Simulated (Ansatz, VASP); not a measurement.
In3GaAs4 in VASP and in Ansatz

```
CELL_PARAMETERS angstrom
-3.03856 3.03856 6.06899
3.03856 -3.03856 6.06899
3.03856 3.03856 -6.06899
ATOMIC_POSITIONS crystal
In 0.50000 0.50000 0.00000
In 0.25000 0.75000 0.50000
In 0.75000 0.25000 0.50000
Ga 0.00000 0.00000 0.00000
As 0.11742 0.11742 0.47496
As 0.64247 0.64247 0.52504
As 0.35753 0.88258 0.00000
As 0.88258 0.35753 0.00000
```

Alike in both runs: functional PBE; k mesh 8 × 8 × 8; occupations gaussian, width 0.1 eV; no spin polarisation.

Ansatz relaxed the structure, and its values are those at the end. VASP's run is a single point on that final structure, the one shown.

|  | VASP | Ansatz |
| --- | --- | --- |
| version | VASP 6.6.1 | Ansatz 0.2.0 |
| potentials or method | VASP PAW PBE potentials, release 64 (In_d, Ga_d, As), cutoff 520 eV | scalar-relativistic, plane waves, PAW |
| valence electrons in the cell | 72 | 112 |

```tsv
	VASP	Ansatz	Ansatz less VASP
gap on the k mesh at the Fermi level (eV)	none	none	-
pressure (GPa)	0.1	0.0	-0.06
```

A gap of «none» marks a metal or a gap that the smearing closes. VASP's potentials hold 72 valence electrons a cell and Ansatz's 112, so a difference there can come from the potentials and not from the codes.
